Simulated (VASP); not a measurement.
# AsSe3 (Pm-3m) in VASP: notebook

The runs below take AsSe3 through single point, relaxation of cell and atoms, with PBE.

All numbers are computed with VASP 6.6.1; they aren't measurements. Logs are shortened: lines on timing, memory, paths and dates and some standing lists are left out, and cuts for length are marked.

### Step 1. The cell of the first run

It takes space group Pm-3m (No. 221, cubic). The conventional cell has a = 4.338 Å, b = 4.338 Å, c = 4.338 Å, α = 90.00°, β = 90.00°, γ = 90.00°. Within 4.0 Å of As (site symmetry m-3m) lie 12 Se at 3.07 Å. Se (site symmetry 4/mmm) has 4 As at 3.07 Å and 8 Se at 3.07 Å within 4.0 Å.

### Step 2. Single point, PBE

INCAR

```
  ALGO = Normal
  EDIFF = 1E-6
  ENCUT = 520
  GGA = PE
  ISIF = 2
  ISMEAR = 0
  LASPH = T
  LCHARG = F
  LREAL = F
  LWAVE = F
  NBANDS = 20
  NELM = 80
  PREC = Accurate
  SIGMA = 0.1
```

KPOINTS

```
k-points
0
Gamma
  4 4 4
```

POSCAR

```
AsSe3
1.0
    4.3382498747      0.0000000000      0.0000000000
    0.0000000000      4.3382498747      0.0000000000
    0.0000000000      0.0000000000      4.3382498747
As Se
1 3
Direct
    0.0000000000      0.0000000000      0.0000000000
    0.0000000000      0.5000000000      0.5000000000
    0.5000000000      0.0000000000      0.5000000000
    0.5000000000      0.5000000000      0.0000000000
```

Potentials or basis: VASP PAW PBE potentials, release 64 (As, Se).

Run with:

```sh
> cat potpaw_PBE.64/As/POTCAR potpaw_PBE.64/Se/POTCAR > POTCAR
> mpirun -np 1 vasp_std > vasp.out
```

OUTCAR:

```text
EDIFF = 1E-6
   ENCUT = 520
   GGA = PE
   ISIF = 2
   ISMEAR = 0
   LASPH = T
   LREAL = F
   NELM = 80
   PREC = Accurate

 ion  position               nearest neighbor table
   1  0.000  0.000  0.000-
   2  0.000  0.500  0.500-
   3  0.500  0.000  0.500-
   4  0.500  0.500  0.000-

  LATTYP: Found a simple cubic cell.
 ALAT       =     4.3382498747

  Lattice vectors:

 A1 = (   4.3382498747,   0.0000000000,   0.0000000000)
 A2 = (   0.0000000000,   4.3382498747,   0.0000000000)
 A3 = (   0.0000000000,   0.0000000000,   4.3382498747)

Analysis of symmetry for initial positions (statically):
=====================================================================
 Subroutine PRICEL returns:
 Original cell was already a primitive cell.

 Routine SETGRP: Setting up the symmetry group for a
 simple cubic supercell.

 Subroutine GETGRP returns: Found 48 space group operations
 (whereof 48 operations were pure point group operations)
 out of a pool of 48 trial point group operations.

The static configuration has the point symmetry O_h .

Analysis of symmetry for dynamics (positions and initial velocities):
=====================================================================
 Subroutine PRICEL returns:
 Original cell was already a primitive cell.

 Routine SETGRP: Setting up the symmetry group for a
 simple cubic supercell.

 Subroutine GETGRP returns: Found 48 space group operations
 (whereof 48 operations were pure point group operations)
 out of a pool of 48 trial point group operations.

The dynamic configuration has the point symmetry O_h .

 Subroutine INISYM returns: Found 48 space group operations
 (whereof 48 operations are pure point group operations),
 and found     1 'primitive' translations

----------------------------------------------------------------------------------------

                                     Primitive cell

  volume of cell :      81.6476

  direct lattice vectors                    reciprocal lattice vectors
     4.338249875  0.000000000  0.000000000     0.230507700  0.000000000  0.000000000
     0.000000000  4.338249875  0.000000000     0.000000000  0.230507700  0.000000000
     0.000000000  0.000000000  4.338249875     0.000000000  0.000000000  0.230507700

  length of vectors
     4.338249875  4.338249875  4.338249875     0.230507700  0.230507700  0.230507700

  position of ions in fractional coordinates (direct lattice)
     0.000000000  0.000000000  0.000000000
     0.000000000  0.500000000  0.500000000
     0.500000000  0.000000000  0.500000000
     0.500000000  0.500000000  0.000000000

  ion indices of the primitive-cell ions
   primitive index   ion index
                 1           1
                 2           2
                 3           3
                 4           4

----------------------------------------------------------------------------------------

 KPOINTS: k-points

Automatic generation of k-mesh.
 Grid dimensions read from file:
 generate k-points for:    4    4    4

 Generating k-lattice:

  Cartesian coordinates                     Fractional coordinates (reciprocal lattice)
     0.057626925  0.000000000  0.000000000     0.250000000  0.000000000  0.000000000
     0.000000000  0.057626925  0.000000000     0.000000000  0.250000000  0.000000000
     0.000000000  0.000000000  0.057626925     0.000000000  0.000000000  0.250000000

  Length of vectors
     0.057626925  0.057626925  0.057626925

  Shift w.r.t. Gamma in fractional coordinates (k-lattice)
     0.000000000  0.000000000  0.000000000

 Subroutine IBZKPT returns following result:
 ===========================================

 Found     10 irreducible k-points:

 Following reciprocal coordinates:
            Coordinates               Weight
  0.000000  0.000000  0.000000      1.000000
  0.250000  0.000000  0.000000      6.000000
  0.500000  0.000000  0.000000      3.000000
  0.250000  0.250000  0.000000     12.000000
  0.500000  0.250000  0.000000     12.000000
  0.500000  0.500000  0.000000      3.000000
  0.250000  0.250000  0.250000      8.000000
  0.500000  0.250000  0.250000     12.000000
  0.500000  0.500000  0.250000      6.000000
  0.500000  0.500000  0.500000      1.000000
   k-points           NKPTS =     10   k-points in BZ     NKDIM =     10   number of bands    NBANDS=     20
   number of dos      NEDOS =    301   number of ions     NIONS =      4
   total plane-waves  NPLWV =  32768
   dimension x,y,z NGX =    32 NGY =   32 NGZ =   32
   dimension x,y,z NGXF=    64 NGYF=   64 NGZF=   64
   ions per type =               1   3
   NGX,Y,Z   is equivalent  to a cutoff of  12.26, 12.26, 12.26 a.u.
   NGXF,Y,Z  is equivalent  to a cutoff of  24.53, 24.53, 24.53 a.u.
 SYSTEM =  unknown system
   PREC   = accura    normal or accurate (medium, high low for compatibility)
   ISTART =      0    job   : 0-new  1-cont  2-samecut
   ICHARG =      2    charge: 1-file 2-atom 10-const
   ISPIN  =      1    spin polarized calculation?
   LNONCOLLINEAR =      F non collinear calculations
   LSORBIT =      F    spin-orbit coupling
   LASPH  =      T    aspherical Exc in radial PAW
   ENCUT  =  520.0 eV  38.22 Ry    6.18 a.u.   8.07  8.07  8.07*2*pi/ulx,y,z
   NELM   =     80;   NELMIN=  2; NELMDL= -5     # of ELM steps
   EDIFF  = 0.1E-05   stopping-criterion for ELM
   LREAL  =      F    real-space projection
   EDIFFG = 0.1E-04   stopping-criterion for IOM
   NSW    =      0    number of steps for IOM
   IBRION =     -1    ionic relax: 0-MD 1-quasi-New 2-CG
   NFREE  =      0    steps in history (QN), initial steepest desc. (CG)
   ISIF   =      2    stress and relaxation
   ISYM   =      2    0-nonsym 1-usesym 2-fastsym
   POTIM  = 0.5000    time-step for ionic-motion
   TEBEG  =    0.0;   TEEND  =   0.0 temperature during run
   PSTRESS=    0.0 pullay stress
   NELECT =      23.0000    total number of electrons
   NUPDOWN=      -1.0000    fix difference up-down
   EMIN   =  10.00;   EMAX   =-10.00  energy-range for DOS
   EFERMI =   0.00;   METHOD = LEGACY
   ISMEAR =     0;   SIGMA  =   0.10  broadening in eV -4-tet -1-fermi 0-gaus
   EFERMI_NEDOS =   21; number of points for ismear=-14 and -15
   IALGO  =     38    algorithm
   IMIX   =      4    mixing-type and parameters
     AMIX     =   0.40;   BMIX     =  1.00
     AMIX_MAG =   1.60;   BMIX_MAG =  1.00
  volume/ion in A,a.u.               =      20.41       137.75
  Fermi-wavevector in a.u.,A,eV,Ry     =   1.073173  2.028002 15.669820  1.151699
  Thomas-Fermi vector in A             =   2.208964
   LORBIT       =      0    0 simple, 1 ext, 2 COOP (PROOUT), +10 PAW based schemes
   GGA     = PE    functional components
   LHFCALC =     F    Hartree Fock is set to
   AEXX    =    0.0000 exact exchange contribution
   IVDW    =     0    specifies the selected vdW correction
   LEPSILON=     F    determine dielectric tensor
   LRPA    =     F    only Hartree local field effects (RPA)
 non-spin polarized calculation
 Gauss-broadening in eV      SIGMA  =   0.10
  energy-cutoff  :      520.00
  volume of cell :       81.65
 maximum number of plane-waves:      2272
   NGX = 17   NGY = 17   NGZ = 17

 number of electron      23.0000005 magnetization

 Free energy of the ion-electron system (eV)
  ---------------------------------------------------
  ext. energy  EPLUGINS =         0.00000000
  ---------------------------------------------------
  free energy    TOTEN  =       -12.40458653 eV

  energy without entropy =      -12.37717819  energy(sigma->0) =      -12.39088236

 E-fermi :   5.5504     XC(G=0): -10.5551

 val. band max:        5.5464420192   @ k =   0.5000   0.5000   0.2500
 cond. band min:       5.6726256614   @ k =   0.2500   0.2500   0.2500
 fundamental gap:      0.1261836422
 Fermi energy:         5.5503851379

 k-point     1 :       0.0000    0.0000    0.0000
  band No.  band energies     occupation
      1     -10.2718      2.00000
      2      -6.1220      2.00000
      3      -6.1220      2.00000
      4      -3.9845      2.00000
      5      -0.2074      2.00000
      6      -0.2074      2.00000
[... 12 lines left out ...]
     19      10.7016      0.00000
     20      11.3625      0.00000

 k-point     2 :       0.2500    0.0000    0.0000
  band No.  band energies     occupation
      1      -9.8693      2.00000
      2      -7.0045      2.00000
      3      -6.0597      2.00000
      4      -4.2830      2.00000
      5       0.2478      2.00000
      6       0.2478      2.00000
[... 12 lines left out ...]
     19      12.2703      0.00000
     20      12.6866      0.00000

 k-point     3 :       0.5000    0.0000    0.0000
  band No.  band energies     occupation
      1      -8.9466      2.00000
      2      -8.3812      2.00000
      3      -5.9949      2.00000
      4      -4.3318      2.00000
      5       1.4090      2.00000
      6       1.4090      2.00000
[... 12 lines left out ...]
     19      14.0153      0.00000
     20      14.1513      0.00000

 k-point     4 :       0.2500    0.2500    0.0000
  band No.  band energies     occupation
      1      -9.4809      2.00000
      2      -7.0213      2.00000
      3      -6.5680      2.00000
      4      -4.6899      2.00000
      5       0.6993      2.00000
      6       1.3479      2.00000
[... 12 lines left out ...]
     19      13.2399      0.00000
     20      13.9879      0.00000

 k-point     5 :       0.5000    0.2500    0.0000
  band No.  band energies     occupation
      1      -8.5989      2.00000
      2      -8.0877      2.00000
      3      -6.5282      2.00000
      4      -4.9175      2.00000
      5       1.0181      2.00000
      6       1.1936      2.00000
[... 12 lines left out ...]
     19      15.1528      0.00000
     20      15.2682      0.00000

 k-point     6 :       0.5000    0.5000    0.0000
  band No.  band energies     occupation
      1      -7.6583      2.00000
      2      -7.6583      2.00000
      3      -7.6567      2.00000
      4      -5.6345      2.00000
      5       1.4680      2.00000
      6       1.7400      2.00000
[... 12 lines left out ...]
     19      14.4803      0.00000
     20      14.5802      0.00000

 k-point     7 :       0.2500    0.2500    0.2500
  band No.  band energies     occupation
      1      -9.1119      2.00000
      2      -6.9027      2.00000
      3      -6.9027      2.00000
      4      -4.9995      2.00000
      5       0.4840      2.00000
      6       0.5035      2.00000
[... 12 lines left out ...]
     19      12.5707      0.00000
     20      14.9907      0.00000

 k-point     8 :       0.5000    0.2500    0.2500
  band No.  band energies     occupation
      1      -8.2904      2.00000
      2      -7.8412      2.00000
      3      -6.7735      2.00000
      4      -5.0747      2.00000
      5      -0.2671      2.00000
      6      -0.1847      2.00000
[... 12 lines left out ...]
     19      14.5221      0.00000
     20      14.6617      0.00000

 k-point     9 :       0.5000    0.5000    0.2500
  band No.  band energies     occupation
      1      -7.5149      2.00000
      2      -7.5149      2.00000
      3      -7.5142      2.00000
      4      -5.3754      2.00000
      5      -0.2431      2.00000
      6      -0.1220      2.00000
[... 12 lines left out ...]
     19      14.9235      0.00000
     20      15.1773      0.00000

 k-point    10 :       0.5000    0.5000    0.5000
  band No.  band energies     occupation
      1      -7.3550      2.00000
      2      -7.3550      2.00000
      3      -7.3550      2.00000
      4      -5.0424      2.00000
      5      -1.1660      2.00000
      6      -1.0685      2.00000
[... 12 lines left out ...]
     19      13.9280      0.00000
     20      14.7426      0.00000

------------------------ aborting loop because EDIFF is reached ----------------------------------------

  FORCE on cell =-STRESS in cart. coord.  units (eV):
  Direction    XX          YY          ZZ          XY          YZ          ZX
  --------------------------------------------------------------------------------------
  -------------------------------------------------------------------------------------
  Total       -0.1817154     -0.1817154     -0.1817154      0.0000000     -0.0000000      0.0000000
  in kB       -3.5658138     -3.5658138     -3.5658138      0.0000000     -0.0000000      0.0000000
  external PRESSURE =      -3.5658138 kB  Pullay stress =       0.0000000 kB

 VOLUME and BASIS-vectors are now :
 -----------------------------------------------------------------------------
  energy-cutoff  :      520.00
  volume of cell :       81.65
      direct lattice vectors                 reciprocal lattice vectors
     4.338249875  0.000000000  0.000000000     0.230507700  0.000000000  0.000000000
     0.000000000  4.338249875  0.000000000     0.000000000  0.230507700  0.000000000
     0.000000000  0.000000000  4.338249875     0.000000000  0.000000000  0.230507700

 POSITION                                       TOTAL-FORCE (eV/Angst)
 -----------------------------------------------------------------------------------
      0.00000      0.00000      0.00000         0.000000      0.000000      0.000000
      0.00000      2.16912      2.16912         0.000000      0.000000      0.000000
      2.16912      0.00000      2.16912         0.000000      0.000000      0.000000
      2.16912      2.16912      0.00000         0.000000      0.000000      0.000000
 -----------------------------------------------------------------------------------
    total drift:                                0.000000     -0.000000     -0.000000

  FREE ENERGIE OF THE ION-ELECTRON SYSTEM (eV)
  ---------------------------------------------------
  free  energy   TOTEN  =       -12.4045865279 eV

  energy  without entropy=      -12.3771781853  energy(sigma->0) =      -12.39088236
```

Wall time 11 s (1 thread of Intel Xeon Platinum 8259CL at 2.50GHz (Skylake/Cascade Lake), shared host); peak memory 0.17 GiB.

What came out:

| Item | Value |
| --- | --- |
| Free energy | -12.4046 eV |
| Pressure | -0.4 GPa |

Levels at points of the mesh, in eV from the Fermi level:
```csv
k point,band 10,band 11,band 12,band 13,band 14,band 15
"(0.00, 0.00, 0.00)",-0.93,-0.22,-0.22,-0.22,3.60,3.60
"(0.50, 0.00, 0.00)",-2.03,-1.07,-0.66,0.62,0.62,1.47
"(0.50, 0.50, 0.00)",-2.47,-2.39,-1.40,1.50,1.57,2.50
"(0.50, 0.50, 0.50)",1.65,1.65,1.73,1.73,3.01,3.01
```

Caveat: the k points lie up to 0.36 Å⁻¹ apart.

(Part 1 of 2 ends here.)
